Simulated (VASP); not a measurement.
SnMo2:

```xyz
3
Lattice="-1.7569 1.7569 4.3100 1.7569 -1.7569 4.3100 1.7569 1.7569 -4.3100" Properties=species:S:1:pos:R:3 pbc="T T T"
Sn    0.0000    0.0000    0.0000
Mo    0.0000    0.0000    5.7322
Mo    0.0000    0.0000    2.8877
```

- Program: VASP 6.6.1
- Task: relaxation of cell and atoms
- Functional: PBE
- Potentials or basis: VASP PAW PBE potentials, release 64 (Sn_d, Mo_sv)
- Cutoff: 600 eV
- k mesh: 8 × 8 × 8
- Occupations: gaussian, width 0.1 eV
- Spin: no spin polarisation

At the start: pressure -2.7 GPa; volume 17.74 Å³/atom.

Q: How do energy, volume and symmetry change on relaxing?

A: Over 9 steps the energy falls by 131.0 meV/atom and the volume is 17.32 Å³/atom (-2.3 %); space group I4/mmm (No. 139, to 0.1 Å) before and after.

The path:
```
step  energy change (eV)  largest force (eV/Å)  pressure (GPa)  volume (Å³)
   1              0.0000                0.8264           -2.75        53.22
   2             -0.2066                0.9426            4.29        50.84
   3             -0.2374                0.8565            9.05        49.67
   4             -0.3312                0.5290            6.09        50.33
   5             -0.3855                0.2159            2.73        51.36
   6             -0.3857                0.1750            2.85        51.31
   7             -0.3928                0.0300            0.54        51.86
   8             -0.3930                0.0597            0.19        51.94
   9             -0.3931                0.0363            0.11        51.97
```

Final structure:
```yaml
crystal:
  lattice:
    - [-1.65031, 1.65031, 4.77075]
    - [1.65031, -1.65031, 4.77075]
    - [1.65031, 1.65031, -4.77075]
  atoms:
    - { symbol: Sn, position: [0.00000, 0.00000, 0.00000] }
    - { symbol: Mo, position: [0.67799, 0.67799, 0.00000] }
    - { symbol: Mo, position: [0.32201, 0.32201, 0.00000] }
```
